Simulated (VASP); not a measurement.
A run of VASP 6.6.1 is set up as follows.

File INCAR:

```
SYSTEM = H3CNO
ALGO = Normal ; EDIFF = 1E-6
ENCUT = 520 ; GGA = PE
ISIF = 2 ; ISMEAR = -1
IVDW = 12 ; LASPH = .TRUE.
LCHARG = .FALSE. ; LREAL = Auto
LWAVE = .FALSE. ; NBANDS = 54
NELM = 80 ; PREC = Accurate
SIGMA = 0.05
```

File KPOINTS:

```
k-points
0
G
  1 1 1
  0 0 0
```

The input POSCAR:

```
H3CNO
1.0
    7.9602190000      0.0000000000      0.0000000000
    0.0000000000      7.9602190000      0.0000000000
    0.0000000000      0.0000000000      7.9602190000
N H O C
4 12 4 4
Direct
    0.9256529249      0.4251893070      0.8041738550
    0.5926972612      0.7281206711      0.8037467311
    0.8776014831      0.1439407634      0.0755883726
    0.5615046521      0.8441727545      0.4142599594
    0.8096385288      0.4808536047      0.8060079754
    0.9209922491      0.3968986280      0.6819033496
    0.9102513386      0.3188982615      0.8809305372
    0.4752256188      0.7603434026      0.8358438380
    0.6787878575      0.7581072832      0.8912443238
    0.6044808566      0.7924530720      0.6941517564
    0.8293113544      0.0287303653      0.0761536837
    1.0022086076      0.1520561181      0.1140672135
    0.8110329628      0.2100193475      0.1616035941
    0.6621425868      0.9218464969      0.3814342294
    0.5734138722      0.7259599265      0.3546636091
    0.4623114012      0.9026761701      0.3596383466
    0.4176895133      0.1795804864     -0.0379135298
    0.2892131485      0.5096467823      0.5302241056
    0.0848971617      0.8713453738      0.6898805171
    0.2602692212      0.6530222347      0.2017029933
    0.4382919616      0.1568675435      0.1013163080
    0.3880546503      0.4358422802      0.6000463053
    0.1609126583      0.7983574321      0.7888225186
    0.1361143456      0.7211610635      0.2133358391
```

Potentials or basis: VASP PAW PBE potentials, release 64 (N, H, O, C).

Command:

```bash
$ cat potpaw_PBE.64/N/POTCAR potpaw_PBE.64/H/POTCAR potpaw_PBE.64/O/POTCAR potpaw_PBE.64/C/POTCAR > POTCAR
$ mpirun -np 1 vasp_gam > vasp.out
```

Question: What does it give for the largest force?

Answer: 2.057 eV/Å.

Question: Estimate the dispersion energy per atom.

Answer: -0.028 eV.

Stress tensor (GPa, compression positive):
```
 0.33 -0.71 -0.24
-0.71 -0.11  0.10
-0.24  0.10  0.51
```

Caveat: the k points lie up to 0.79 Å⁻¹ apart; the atoms stand as in a frame of molecular dynamics.
